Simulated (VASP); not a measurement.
A run of VASP 6.6.1 is set up as follows.

File INCAR:

```
SYSTEM = Sc
PREC = Accurate ; ENCUT = 600
EDIFF = 1E-7 ; ISMEAR = -1
SIGMA = 0.1 ; LREAL = .FALSE.
LASPH = .TRUE. ; NELM = 60
ALGO = Normal ; ISIF = 3
LWAVE = .FALSE. ; LCHARG = .FALSE.
GGA = CA ; IBRION = 2
NSW = 32 ; EDIFFG = -0.005
PSTRESS = 88.0
```

Contents of KPOINTS:

```
Automatic mesh
0
G
  14 14 14
  0 0 0
```

File POSCAR:

```
Sc
1.0
    2.6948839161      0.0000000000      0.0000000000
    0.0000000000      2.6948839161      0.0000000000
    0.0000000000      0.0000000000      2.6948839161
Sc
1
Direct
    0.0000000000      0.0000000000      0.0000000000
```

Potentials or basis: VASP PAW LDA potentials, release 64 (Sc_sv).

The run is started by

```console
$ cat potpaw_LDA.64/Sc_sv/POTCAR > POTCAR
$ mpirun -np 1 vasp_std > vasp.out
```

(1) Estimate the space group after relaxing (to 0.1 Å).

(2) Estimate the band gap on the k mesh.

(3) Estimate the relaxed cell.

(4) Estimate the relaxed volume.

Answers

(1) Pm-3m (No. 221).

(2) zero (an odd number of electrons rules out a gap without spin polarisation).

(3) a = 2.699 Å, b = 2.699 Å, c = 2.699 Å, α = 90.00°, β = 90.00°, γ = 90.00°.

(4) 19.65 Å³/atom.

Caveat: the cell is relaxed towards a set pressure, so the run minimises the enthalpy, not the energy.
